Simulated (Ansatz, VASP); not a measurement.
Co in VASP and in Ansatz

File INCAR:

```
PREC = Accurate ; ENCUT = 520
EDIFF = 1E-6 ; ISMEAR = 0
SIGMA = 0.15 ; LREAL = F
LASPH = T ; NELM = 150
ALGO = Normal ; ISIF = 2
LWAVE = F ; LCHARG = T
ISPIN = 2 ; MAGMOM = 1.84 1.84
LORBIT = 11 ; LMAXMIX = 4
GGA = PE ; LELF = T
LVHAR = T ; NBANDS = 20
```

File KPOINTS:

```
Automatic mesh
0
Gamma
  18 18 8
```

File POSCAR:

```
Co
1.0
    2.4921449399      0.0000000000      0.0000000000
   -1.2460724699      2.1582608278      0.0000000000
    0.0000000000      0.0000000000      4.0337444168
Co
2
Direct
    0.6666666667      0.3333333333      0.2499980486
    0.3333333333      0.6666666667      0.7500019514
```

Input for Ansatz:

```yaml
crystal:
  lattice:
    - [2.4921449399, 0.0, 0.0]
    - [-1.2460724699, 2.1582608278, 0.0]
    - [0.0, 0.0, 4.0337444168]
  atoms:
    - { symbol: Co, position: [0.6666666667, 0.3333333333, 0.2499980486], spin: 1.84 }
    - { symbol: Co, position: [0.3333333333, 0.6666666667, 0.7500019514], spin: 1.84 }
basis:
  ecutwfc: 420
kpoints:
  mp_grid: { grid: [18, 18, 8] }
hamiltonian:
  xc: pbe
scf:
  occupations: { method: gaussian, width: 0.15 }
output:
  forces: true
  stress: true
  eigenvalues: true
  populations: true
magnetization:
  spin_polarized: true
```

Alike in both runs: task single point; functional PBE; k mesh 18 × 18 × 8; occupations gaussian, width 0.15 eV; collinear spin.

|  | VASP | Ansatz |
| --- | --- | --- |
| version | VASP 6.6.1 | Ansatz 0.2.0 |
| potentials or method | VASP PAW PBE potentials, release 64 (Co), cutoff 520 eV | scalar-relativistic, plane waves, PAW |
| valence electrons in the cell | 18 | 34 |

|  | VASP | Ansatz | Ansatz less VASP |
| --- | --- | --- | --- |
| gap on the k mesh at the Fermi level (eV) | none | none | - |
| pressure (GPa) | -0.6 | 0.1 | +0.72 |
| traceless stress, the component that is largest in VASP (GPa) | 0.00 | 0.11 | +0.117 |
| net moment per atom (μB) | 1.60 | 1.60 | +0.006 |
| size of the moment on the site where the two differ most (μB) | 1.62 | 1.68 | +0.062 |

Site moments also hang on the region over which each program counts them. A gap of «none» marks a metal or a gap that the smearing closes. With one functional, cell and mesh, what is left measures potentials, basis and numerics. VASP's potentials hold 18 valence electrons a cell and Ansatz's 34, so a difference there can come from the potentials and not from the codes. Ansatz's warnings: structure snapped to symmetry.
